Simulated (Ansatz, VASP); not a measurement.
**Two plane-wave programs on NaH**

```xyz
4
Lattice="3.9533 0.0000 0.0000 -1.9767 3.4237 0.0000 0.0000 0.0000 4.8283" Properties=species:S:1:pos:R:3 pbc="T T T"
Na    0.0000    2.2824    1.2071
Na    1.9767    1.1412    3.6212
H     1.9767    1.1412    1.2071
H     0.0000    2.2824    3.6212
```

Alike in both runs: task single point; functional PBE; k mesh 6 × 6 × 4; no spin polarisation.

|  | VASP | Ansatz |
| --- | --- | --- |
| version | VASP 6.6.1 | Ansatz 0.2.0 |
| potentials or method | VASP PAW PBE potentials, release 64 (Na_pv, H) | plane waves, PAW |
| plane-wave cutoff (eV) | 520 | 420 |
| occupations | gaussian, width 0.01 eV | fixed |
| valence electrons in the cell | 16 | 20 |

```tsv
	VASP	Ansatz	Ansatz less VASP
gap on the k mesh at the Fermi level (eV)	3.33	3.33	-0.001
pressure (GPa)	0.3	0.4	+0.03
traceless stress, the component that is largest in VASP (GPa)	0.07	0.08	+0.003
```

VASP's potentials hold 16 valence electrons a cell and Ansatz's 20, so a difference there can come from the potentials and not from the codes.
